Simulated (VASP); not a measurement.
## WC: single point with PBE

WC:

```
W C
1.0
    -2.99364   -5.18513    0.00000
     4.49045   -2.59257    0.00000
     0.00000    0.00000    5.87588
W C
8 8
Direct
  0.74365 0.47107 0.98771
  0.75446 0.48373 0.50289
  0.48905 0.00047 0.99879
  0.48504 0.03105 0.51669
  0.25105 0.49448 0.01472
  0.24311 0.50304 0.48825
  0.00761 0.04333 0.02662
  0.01231 0.96808 0.52127
  0.45460 0.63673 0.21149
  0.49932 0.69024 0.71926
  0.31827 0.15332 0.24400
  0.24298 0.15958 0.76140
  0.04671 0.61041 0.24223
  0.03503 0.68382 0.75601
  0.76183 0.14427 0.29223
  0.72490 0.16960 0.74925
```

| Quantity | Value |
| --- | --- |
| Program | VASP 6.6.1 |
| Task | single point |
| Functional | PBE |
| Potentials or basis | VASP PAW PBE potentials, release 64 (W_sv, C) |
| Cutoff | 520 eV |
| k mesh | 3 × 3 × 3 |
| Occupations | fermi-dirac, width 0.36 eV |
| Spin | no spin polarisation |

```json
{
  "Pressure": "-3.8 GPa",
  "Largest force": "8.274 eV/Å",
  "Band gap on the k mesh": "zero (bands 72 and 73 overlap by 0.13 eV)"
}
```

Forces in eV/Å, atoms in the order of the input:
```
W    2.349 -1.837  1.718
W    1.048 -0.596 -0.137
W   -3.511 -1.488 -0.960
W   -4.832 -0.403 -0.321
W   -1.274  1.947 -7.653
W   -3.004 -2.081  3.749
W   -3.696  2.633 -1.343
W    3.202 -0.324 -1.221
C   -0.928 -7.278  3.823
C   -1.421  0.634  1.232
C    4.977  4.230  0.612
C    0.875 -0.284 -0.348
C    6.555  4.224  1.457
C   -0.234  2.645  0.617
C    0.524 -0.303 -1.950
C   -0.632 -1.717  0.725
```

Stress tensor (GPa, compression positive):
```
-3.34  0.70  0.20
 0.70 -2.17 -3.48
 0.20 -3.48 -5.75
```

Levels at points of the mesh, in eV from the Fermi level:
```tsv
k point	band 70	band 71	band 72	band 73	band 74	band 75
(0.00, 0.00, 0.00)	-0.68	-0.16	-0.05	0.24	0.75	1.00
```

Run time: 18 min on 1 thread of Intel Xeon 8259CL, with other jobs on the host, peak memory 0.34 GiB.

Caveat: the k points lie up to 0.40 Å⁻¹ apart; the atoms stand as in a frame of molecular dynamics; so wide a smearing shifts energies and pressures; spin-orbit coupling is left out, which moves the levels of the heavy elements; forces of over 1 eV/Å act on the atoms, so gaps and moduli don't describe the material at rest.
